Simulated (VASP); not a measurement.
# BeCdS4 (P1) in VASP: single point with PBE

Aim: the single point of BeCdS4 with PBE.

Everything below comes from runs of VASP 6.6.1. Logs are shortened: lines on timing, memory, paths and dates and some standing lists are left out, and cuts for length are marked.

## (1) The cell of the first run

The typed cell holds 12 atoms: a = 5.661 Å, b = 6.375 Å, c = 6.395 Å, α = 90.03°, β = 90.00°, γ = 88.72°.

## (2) Single point, PBE

File INCAR:

```
PREC     = Accurate       # precision mode
ENCUT    = 520            # plane-wave cutoff, eV
EDIFF    = 1E-7           # SCF threshold, eV
ISMEAR   = 0              # smearing method
SIGMA    = 0.1            # smearing width, eV
LREAL    = F              # projectors in reciprocal space
LASPH    = T              # aspherical terms in the spheres
NELM     = 80             # most SCF steps
ALGO     = Normal         # electronic algorithm
ISIF     = 2              # what is computed and relaxed
LWAVE    = F              # write WAVECAR
LCHARG   = T              # write CHGCAR
GGA      = PE             # functional
LELF     = T              # ELF
LVHAR    = T            
NBANDS   = 50             # bands
```

File KPOINTS:

```
regular mesh
0
Gamma
  2 2 2
```

File POSCAR:

```
BeCdS4
1.0
   -5.6603627180     -0.0015809905     -0.0916420174
   -0.0394532066      0.0019244534     -6.3751009971
    0.0022386684     -6.3953023980      0.0017528306
Be Cd S
2 2 8
Direct
    0.0420210492      0.5640184845      0.5601170018
   -0.0418865162     -0.0640837820      0.0602045855
    0.5053899856      0.5061106043     -0.0111646594
    0.4946752129      0.9938921402      0.4892852589
    0.0771560433      0.8887025533      0.5957285379
    0.9108511332      0.0686962794      0.3586643297
    0.3669194464      0.4169430719      0.4213987028
    0.6336254461      0.5880855878      0.5749331031
    0.6330175811      0.0829841390      0.9217110938
    0.3663329116      0.9119766175      0.0751850512
    0.9227775696      0.6113881183      0.0955491145
    0.0891201372      0.4312861859      0.8583878800
```

Potentials or basis: VASP PAW PBE potentials, release 64 (Be, Cd, S).

Command:

```bash
> cat potpaw_PBE.64/Be/POTCAR potpaw_PBE.64/Cd/POTCAR potpaw_PBE.64/S/POTCAR > POTCAR
> mpirun -np 1 vasp_std > vasp.out
```

OUTCAR:

```text
PREC = Accurate
   ENCUT = 520
   EDIFF = 1E-7
   ISMEAR = 0
   LREAL = F
   LASPH = T
   NELM = 80
   ISIF = 2
   GGA = PE

 ion  position               nearest neighbor table
   1  0.042  0.564  0.560-   5 2.10  12 2.10   7 2.23   8 2.32
   2  0.958  0.936  0.060-  11 2.10   6 2.10   9 2.23  10 2.31
   3  0.505  0.506  0.989-  12 2.55  11 2.56  10 2.74   8 2.80   9 2.81   7 2.93
   4  0.495  0.994  0.489-   6 2.55   5 2.56   8 2.74  10 2.80   7 2.81   9 2.93
   5  0.077  0.889  0.596-   1 2.10   6 2.11   4 2.56
   6  0.911  0.069  0.359-   2 2.10   5 2.11   4 2.55
   7  0.367  0.417  0.421-   8 2.12   1 2.23   4 2.81   3 2.93
   8  0.634  0.588  0.575-   7 2.12   1 2.32   4 2.74   3 2.80
   9  0.633  0.083  0.922-  10 2.12   2 2.23   3 2.81   4 2.93
  10  0.366  0.912  0.075-   9 2.12   2 2.31   3 2.74   4 2.80
  11  0.923  0.611  0.096-   2 2.10  12 2.11   3 2.56
  12  0.089  0.431  0.858-   1 2.10  11 2.11   3 2.55

  LATTYP: Found a triclinic cell.
 ALAT       =     6.3752233672
 B/A-ratio  =     0.8879853163
 C/A-ratio  =     1.0031496407
 COS(alpha) =     0.0000751674
 COS(beta)  =     0.0005781064
 COS(gamma) =     0.0223753248

  Lattice vectors:

 A1 = (  -0.0394532066,   0.0019244534,  -6.3751009971)
 A2 = (  -5.6603627180,  -0.0015809905,  -0.0916420174)
 A3 = (  -0.0022386684,   6.3953023980,  -0.0017528306)

Analysis of symmetry for initial positions (statically):
=====================================================================
 Subroutine PRICEL returns:
 Original cell was already a primitive cell.

 Routine SETGRP: Setting up the symmetry group for a
 triclinic supercell.

 Subroutine GETGRP returns: Found  1 space group operations
 (whereof  1 operations were pure point group operations)
 out of a pool of  2 trial point group operations.

The static configuration has the point symmetry C_1 .

Analysis of symmetry for dynamics (positions and initial velocities):
=====================================================================
 Subroutine PRICEL returns:
 Original cell was already a primitive cell.

 Routine SETGRP: Setting up the symmetry group for a
 triclinic supercell.

 Subroutine GETGRP returns: Found  1 space group operations
 (whereof  1 operations were pure point group operations)
 out of a pool of  2 trial point group operations.

The dynamic configuration has the point symmetry C_1 .

 Subroutine INISYM returns: Found  1 space group operations
 (whereof  1 operations are pure point group operations),
 and found     1 'primitive' translations

----------------------------------------------------------------------------------------

                                     Primitive cell

  volume of cell :     230.7538

  direct lattice vectors                    reciprocal lattice vectors
    -5.660362718 -0.001580990 -0.091642017    -0.176684809 -0.000061549  0.001093420
    -0.039453207  0.001924453 -6.375100997     0.002539855 -0.000042108 -0.156875991
     0.002238668 -6.395302398  0.001752831     0.000044443 -0.156364769 -0.000047477

  length of vectors
     5.661104738  6.375223367  6.395303030     0.176688203  0.156896556  0.156364783

  position of ions in fractional coordinates (direct lattice)
     0.042021049  0.564018484  0.560117002
     0.958113484  0.935916218  0.060204586
     0.505389986  0.506110604  0.988835341
     0.494675213  0.993892140  0.489285259
     0.077156043  0.888702553  0.595728538
     0.910851133  0.068696279  0.358664330
     0.366919446  0.416943072  0.421398703
     0.633625446  0.588085588  0.574933103
     0.633017581  0.082984139  0.921711094
     0.366332912  0.911976618  0.075185051
     0.922777570  0.611388118  0.095549115
     0.089120137  0.431286186  0.858387880

  ion indices of the primitive-cell ions
   primitive index   ion index
                 1           1
                 2           2
                 3           3
                 4           4
                 5           5
                 6           6
                 7           7
                 8           8
                 9           9
                10          10
                11          11
                12          12

----------------------------------------------------------------------------------------

 KPOINTS: regular mesh

Automatic generation of k-mesh.
 Grid dimensions read from file:
 generate k-points for:    2    2    2

 Generating k-lattice:

  Cartesian coordinates                     Fractional coordinates (reciprocal lattice)
    -0.088342405 -0.000030774  0.000546710     0.500000000 -0.000000000 -0.000000000
     0.001269927 -0.000021054 -0.078437995    -0.000000000  0.500000000  0.000000000
     0.000022221 -0.078182385 -0.000023738     0.000000000 -0.000000000  0.500000000

  Length of vectors
     0.088344102  0.078448278  0.078182391

  Shift w.r.t. Gamma in fractional coordinates (k-lattice)
     0.000000000  0.000000000  0.000000000

 Subroutine IBZKPT returns following result:
 ===========================================

 Found      8 irreducible k-points:

 Following reciprocal coordinates:
            Coordinates               Weight
  0.000000  0.000000  0.000000      1.000000
  0.500000  0.000000  0.000000      1.000000
  0.000000  0.500000  0.000000      1.000000
  0.500000  0.500000 -0.000000      1.000000
  0.000000  0.000000  0.500000      1.000000
  0.500000  0.000000  0.500000      1.000000
  0.000000  0.500000  0.500000      1.000000
  0.500000  0.500000  0.500000      1.000000
   k-points           NKPTS =      8   k-points in BZ     NKDIM =      8   number of bands    NBANDS=     50
   number of dos      NEDOS =    301   number of ions     NIONS =     12
   total plane-waves  NPLWV =  96768
   dimension x,y,z NGX =    42 NGY =   48 NGZ =   48
   dimension x,y,z NGXF=    84 NGYF=   96 NGZF=   96
   ions per type =               2   2   8
   NGX,Y,Z   is equivalent  to a cutoff of  12.33, 12.52, 12.48 a.u.
   NGXF,Y,Z  is equivalent  to a cutoff of  24.67, 25.03, 24.96 a.u.
 SYSTEM =  unknown system
   PREC   = accura    normal or accurate (medium, high low for compatibility)
   ISTART =      0    job   : 0-new  1-cont  2-samecut
   ICHARG =      2    charge: 1-file 2-atom 10-const
   ISPIN  =      1    spin polarized calculation?
   LNONCOLLINEAR =      F non collinear calculations
   LSORBIT =      F    spin-orbit coupling
   LASPH  =      T    aspherical Exc in radial PAW
   ENCUT  =  520.0 eV  38.22 Ry    6.18 a.u.  10.53 11.85 11.89*2*pi/ulx,y,z
   NELM   =     80;   NELMIN=  2; NELMDL= -5     # of ELM steps
   EDIFF  = 0.1E-06   stopping-criterion for ELM
   LREAL  =      F    real-space projection
   EDIFFG = 0.1E-05   stopping-criterion for IOM
   NSW    =      0    number of steps for IOM
   IBRION =     -1    ionic relax: 0-MD 1-quasi-New 2-CG
   NFREE  =      0    steps in history (QN), initial steepest desc. (CG)
   ISIF   =      2    stress and relaxation
   ISYM   =      2    0-nonsym 1-usesym 2-fastsym
   POTIM  = 0.5000    time-step for ionic-motion
   TEBEG  =    0.0;   TEEND  =   0.0 temperature during run
   PSTRESS=    0.0 pullay stress
   NELECT =      76.0000    total number of electrons
   NUPDOWN=      -1.0000    fix difference up-down
   EMIN   =  10.00;   EMAX   =-10.00  energy-range for DOS
   EFERMI =   0.00;   METHOD = LEGACY
   ISMEAR =     0;   SIGMA  =   0.10  broadening in eV -4-tet -1-fermi 0-gaus
   EFERMI_NEDOS =   21; number of points for ismear=-14 and -15
   IALGO  =     38    algorithm
   IMIX   =      4    mixing-type and parameters
     AMIX     =   0.40;   BMIX     =  1.00
     AMIX_MAG =   1.60;   BMIX_MAG =  1.00
  volume/ion in A,a.u.               =      19.23       129.77
  Fermi-wavevector in a.u.,A,eV,Ry     =   1.130567  2.136462 17.390725  1.278182
  Thomas-Fermi vector in A             =   2.267264
   LORBIT       =      0    0 simple, 1 ext, 2 COOP (PROOUT), +10 PAW based schemes
   GGA     = PE    functional components
   LHFCALC =     F    Hartree Fock is set to
   AEXX    =    0.0000 exact exchange contribution
   IVDW    =     0    specifies the selected vdW correction
   LEPSILON=     F    determine dielectric tensor
   LRPA    =     F    only Hartree local field effects (RPA)
 non-spin polarized calculation
 Gauss-broadening in eV      SIGMA  =   0.10
  energy-cutoff  :      520.00
  volume of cell :      230.75
 maximum number of plane-waves:      6228
   NGX = 21   NGY = 23   NGZ = 23

 number of electron      76.0000009 magnetization

 Free energy of the ion-electron system (eV)
  ---------------------------------------------------
  ext. energy  EPLUGINS =         0.00000000
  ---------------------------------------------------
  free energy    TOTEN  =       -45.99001960 eV

  energy without entropy =      -45.99001960  energy(sigma->0) =      -45.99001960

 E-fermi :   4.2852     XC(G=0):  -9.6605

 val. band max:        3.8454966836   @ k =   0.5000   0.0000   0.0000
 cond. band min:       5.6460347507   @ k =   0.5000   0.0000   0.0000
 fundamental gap:      1.8005380671
 Fermi energy:         4.2851806613

 k-point     1 :       0.0000    0.0000    0.0000
  band No.  band energies     occupation
      1     -11.4982      2.00000
      2     -10.7904      2.00000
      3     -10.5695      2.00000
      4     -10.4061      2.00000
      5      -7.6176      2.00000
      6      -7.3664      2.00000
[... 42 lines left out ...]
     49       9.4965      0.00000
     50       9.7987      0.00000

 k-point     2 :       0.5000    0.0000    0.0000
  band No.  band energies     occupation
      1     -11.1492      2.00000
      2     -10.7933      2.00000
      3     -10.6796      2.00000
      4     -10.5417      2.00000
      5      -7.8474      2.00000
      6      -7.4205      2.00000
[... 42 lines left out ...]
     49       9.5947      0.00000
     50       9.8755      0.00000

 k-point     3 :       0.0000    0.5000    0.0000
  band No.  band energies     occupation
      1     -11.3013      2.00000
      2     -11.0035      2.00000
      3     -10.5398      2.00000
      4     -10.4349      2.00000
      5      -7.5022      2.00000
      6      -7.2926      2.00000
[... 42 lines left out ...]
     49       9.3331      0.00000
     50       9.4149      0.00000

 k-point     4 :       0.5000    0.5000   -0.0000
  band No.  band energies     occupation
      1     -11.0476      2.00000
      2     -10.8098      2.00000
      3     -10.6262      2.00000
      4     -10.6247      2.00000
      5      -7.8821      2.00000
      6      -7.4670      2.00000
[... 42 lines left out ...]
     49       9.3952      0.00000
     50       9.5468      0.00000

 k-point     5 :       0.0000    0.0000    0.5000
  band No.  band energies     occupation
      1     -11.1516      2.00000
      2     -11.1511      2.00000
      3     -10.5074      2.00000
      4     -10.5064      2.00000
      5      -7.4213      2.00000
      6      -7.4202      2.00000
[... 42 lines left out ...]
     49       9.8004      0.00000
     50       9.8021      0.00000

 k-point     6 :       0.5000    0.0000    0.5000
  band No.  band energies     occupation
      1     -10.9222      2.00000
      2     -10.9217      2.00000
      3     -10.6414      2.00000
      4     -10.6402      2.00000
      5      -7.7771      2.00000
      6      -7.7760      2.00000
[... 42 lines left out ...]
     49       9.6827      0.00000
     50       9.6836      0.00000

 k-point     7 :       0.0000    0.5000    0.5000
  band No.  band energies     occupation
      1     -11.0467      2.00000
      2     -11.0457      2.00000
      3     -10.6145      2.00000
      4     -10.6135      2.00000
      5      -7.3547      2.00000
      6      -7.3535      2.00000
[... 42 lines left out ...]
     49       9.4618      0.00000
     50       9.4668      0.00000

 k-point     8 :       0.5000    0.5000    0.5000
  band No.  band energies     occupation
      1     -10.9086      2.00000
      2     -10.9079      2.00000
      3     -10.6032      2.00000
      4     -10.6020      2.00000
      5      -7.8863      2.00000
      6      -7.8856      2.00000
[... 42 lines left out ...]
     49       9.0324      0.00000
     50       9.0341      0.00000

------------------------ aborting loop because EDIFF is reached ----------------------------------------

  FORCE on cell =-STRESS in cart. coord.  units (eV):
  Direction    XX          YY          ZZ          XY          YZ          ZX
  --------------------------------------------------------------------------------------
  -------------------------------------------------------------------------------------
  Total        0.1262830     -0.0564924     -0.1004587      0.0047372      0.0093558      0.0084130
  in kB        0.8768118     -0.3922401     -0.6975082      0.0328913      0.0649598      0.0584134
  external PRESSURE =      -0.0709788 kB  Pullay stress =       0.0000000 kB

 VOLUME and BASIS-vectors are now :
 -----------------------------------------------------------------------------
  energy-cutoff  :      520.00
  volume of cell :      230.75
      direct lattice vectors                 reciprocal lattice vectors
    -5.660362718 -0.001580990 -0.091642017    -0.176684809 -0.000061549  0.001093420
    -0.039453207  0.001924453 -6.375100997     0.002539855 -0.000042108 -0.156875991
     0.002238668 -6.395302398  0.001752831     0.000044443 -0.156364769 -0.000047477

 POSITION                                       TOTAL-FORCE (eV/Angst)
 -----------------------------------------------------------------------------------
     -0.25885     -3.58110     -3.59854        -0.008521      0.020316     -0.003055
     -5.46006     -0.38474     -6.05426         0.009950      0.018423     -0.000827
     -2.87844     -6.32373     -3.27109        -0.009633     -0.019871      0.005828
     -2.83816     -3.12800     -6.38064         0.011931     -0.018233     -0.007353
     -0.47046     -3.80828     -5.67160         0.063735      0.060993     -0.037595
     -5.15766     -2.29507     -0.52079        -0.077861     -0.060090      0.048235
     -2.09240     -2.69475     -2.69094        -0.060617     -0.059985     -0.070230
     -3.60846     -3.67674     -3.80616         0.057231      0.057536      0.066123
     -3.58432     -5.89546     -0.58543         0.060804     -0.058020      0.069768
     -2.10939     -0.47966     -5.84738        -0.058595      0.059909     -0.064431
     -5.24716     -0.61135     -3.98206        -0.066784      0.060037      0.041579
     -0.51955     -5.48896     -2.75616         0.078359     -0.061014     -0.048039
 -----------------------------------------------------------------------------------
    total drift:                                0.000016     -0.000307     -0.000002

  FREE ENERGIE OF THE ION-ELECTRON SYSTEM (eV)
  ---------------------------------------------------
  free  energy   TOTEN  =       -45.9900195983 eV

  energy  without entropy=      -45.9900195982  energy(sigma->0) =      -45.99001960
```

Wall time 51 s (1 thread of Intel Xeon 6975P-C (Granite Rapids), shared host); peak memory 0.32 GiB.

What came out:

```yaml
Free_energy: -45.9900 eV
Pressure: 0.0 GPa
Largest_force: 0.110 eV/Å
Band_gap_on_the_k_mesh: 1.80 eV, direct
```

Forces on the atoms (eV/Å):
```
Be  -0.009  0.020 -0.003
Be   0.010  0.018 -0.001
Cd  -0.010 -0.020  0.006
Cd   0.012 -0.018 -0.007
S    0.064  0.061 -0.038
S   -0.078 -0.060  0.048
S   -0.061 -0.060 -0.070
S    0.057  0.058  0.066
S    0.061 -0.058  0.070
S   -0.059  0.060 -0.064
S   -0.067  0.060  0.042
S    0.078 -0.061 -0.048
```

Stress tensor (GPa, compression positive):
```
 0.09  0.00  0.01
 0.00 -0.04  0.01
 0.01  0.01 -0.07
```

Caveat: the k points lie up to 0.56 Å⁻¹ apart.
